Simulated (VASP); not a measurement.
Here is a VASP 6.6.1 calculation.

Contents of INCAR:

```
SYSTEM = Y
  PREC = Accurate
  ENCUT = 500
  EDIFF = 1E-7
  ISMEAR = -1
  SIGMA = 0.05
  LREAL = .False.
  LASPH = .True.
  NELM = 120
  ALGO = Normal
  ISIF = 3
  LWAVE = .False.
  LCHARG = .False.
  GGA = PS
  IBRION = 2
  NSW = 80
  EDIFFG = -0.02
  PSTRESS = 200.0
  GGA_COMPAT = .False.
  NELMIN = 4
```

File KPOINTS:

```
regular mesh
0
Gamma
  11 11 11
  0 0 0
```

POSCAR

```
Y
1.0
    0.0000000000      3.5000000000      3.5000000000
    3.5000000000      0.0000000000      3.5000000000
    3.5000000000      3.5000000000      0.0000000000
Y
2
Direct
    1.0000000000      1.0000000000      1.0000000000
    0.2500000000      0.2500000000      0.2500000000
```

Potentials or basis: VASP PAW PBE potentials, release 64 (Y_sv).

Run with:

```sh
$ cat potpaw_PBE.64/Y_sv/POTCAR > POTCAR
$ mpirun -np 1 vasp_std > vasp.out
```

**Question.** What does it give for the space group after relaxing (to 0.1 Å)?

**Answer.** Fd-3m (No. 227).

**Question.** Estimate the relaxed volume.

**Answer.** 22.39 Å³/atom.

**Question.** What does it give for the band gap on the k mesh?

**Answer.** Zero (bands 11 and 12 overlap by 1.30 eV).

Step by step:
| step | energy change (eV) | largest force (eV/Å) | pressure (GPa) | volume (Å³) |
| --- | --- | --- | --- | --- |
| 1 | 0.0000 | 0.0000 | -0.98 | 85.75 |
| 2 | 4.4278 | 0.0000 | 91.38 | 33.24 |
| 3 | 0.7664 | 0.0000 | 14.13 | 47.52 |
| 4 | 0.9297 | 0.0000 | 17.42 | 45.86 |
| 5 | 1.0635 | 0.0000 | 20.19 | 44.72 |
| 6 | 1.0428 | 0.0000 | 19.74 | 44.88 |
| 7 | 1.0549 | 0.0000 | 19.99 | 44.78 |

Caveat: the cell is relaxed towards a set pressure, so the run minimises the enthalpy, not the energy; the volume moved by over 15 % at a fixed basis, so the end points are rough; the PAW data sets were made with another functional, which shifts forces and pressure a little.
